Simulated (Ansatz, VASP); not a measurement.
Se: VASP beside Ansatz

INCAR

```
PREC = Accurate ; ENCUT = 500
EDIFF = 1E-7 ; ISMEAR = -1
SIGMA = 0.1 ; LREAL = False
LASPH = True ; NELM = 200
ALGO = Normal ; ISIF = 3
LWAVE = False ; LCHARG = False
ISPIN = 2 ; MAGMOM = 0.2
LORBIT = 11 ; GGA = PE
IBRION = 2 ; NSW = 60
EDIFFG = -0.02 ; GGA_COMPAT = False
NELMIN = 4
```

KPOINTS

```
regular mesh
0
Gamma
  16 16 15
```

POSCAR

```
Se
1.0
    2.9936294983      0.0000000000      0.0000000000
   -1.4968147491      2.5925591950      0.0000000000
    0.0000000000      0.0000000000      2.8140117284
Se
1
Direct
    0.0000000000      0.0000000000      0.0000000000
```

Input for Ansatz:

```yaml
crystal:
  lattice:
    - [2.9936294983, 0.0, 0.0]
    - [-1.4968147491, 2.592559195, 0.0]
    - [0.0, 0.0, 2.8140117284]
  atoms:
    - { symbol: Se, position: [0.0, 0.0, 0.0], spin: 0.2 }
kpoints:
  mp_grid: { grid: [16, 16, 15] }
scf:
  occupations: { method: fermi_dirac, width: 0.1 }
hamiltonian:
  xc: pbe
  pseudopotentials: { kind: paw }
output:
  forces: true
  stress: true
relax:
  f_tol: 0.02
  max_steps: 40
  cell: {}
  max_displacement: 0.5
magnetization:
  spin_polarized: true
```

Alike in both runs: task relaxation of cell and atoms; functional PBE; k mesh 16 × 16 × 15; occupations fermi-dirac, width 0.1 eV; collinear spin.

```csv
,VASP,Ansatz
version,VASP 6.6.1,Ansatz 0.2.0
potentials or method,"VASP PAW PBE potentials, release 64 (Se)","PAW with Ansatz's default frozen-core files, scalar-relativistic"
plane-wave cutoff (eV),500,420
valence electrons in the cell,6,16
```

VASP gave:

- net moment per atom (μB): 0.00
- relaxed volume (Å³/atom): 22.25
- relaxed length of the cell vector where the two differ most in proportion (Å): 2.623

Question: What did Ansatz give for the same quantities?

Answer: net moment per atom (μB): 0.00; relaxed volume (Å³/atom): 22.25; relaxed length of the cell vector where the two differ most in proportion (Å): 2.619.

VASP's potentials hold 6 valence electrons a cell and Ansatz's 16, so a difference there can come from the potentials and not from the codes. Ansatz's warnings: seeded moment not kept.
